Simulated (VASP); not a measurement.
A run of VASP 6.6.1:

INCAR

```
SYSTEM = Al2Cu
ALGO = Normal ; EDIFF = 1E-6
ENCUT = 520 ; GGA = PS
ISIF = 2 ; ISMEAR = -1
IVDW = 12 ; LASPH = .True.
LCHARG = .False. ; LREAL = .False.
LWAVE = .False. ; NBANDS = 16
NELM = 60 ; PREC = Accurate
SIGMA = 0.05
```

The input KPOINTS:

```
k-points
0
Gamma
  7 7 9
  0 0 0
```

The input POSCAR:

```
Al2Cu
1.0
    4.1051820000      0.0000000000      0.0000000000
    0.0000000000      4.1051820000      0.0000000000
    0.0000000000      0.0000000000      2.8913130000
Cu Al
1 2
Direct
    0.0000000000      0.0000000000      0.0000000000
    0.0000000000      0.5000000000      0.5000000000
    0.5000000000      0.0000000000      0.5000000000
```

Potentials or basis: VASP PAW PBE potentials, release 64 (Cu, Al).

Run with:

```sh
$ cat potpaw_PBE.64/Cu/POTCAR potpaw_PBE.64/Al/POTCAR > POTCAR
$ mpirun -np 1 vasp_std > vasp.out
```

Hardware: 1 thread of Intel(R) Xeon(R) Platinum 8175M CPU @ 2.50GHz (Skylake/Cascade Lake) (shared host).

How long does it take, and how much memory?

It took 24 s on 1 thread of Intel(R) Xeon(R) Platinum 8175M CPU @ 2.50GHz (Skylake/Cascade Lake), on a shared host, peak memory 0.19 GiB. Counts: scf iterations 14, k points 50.
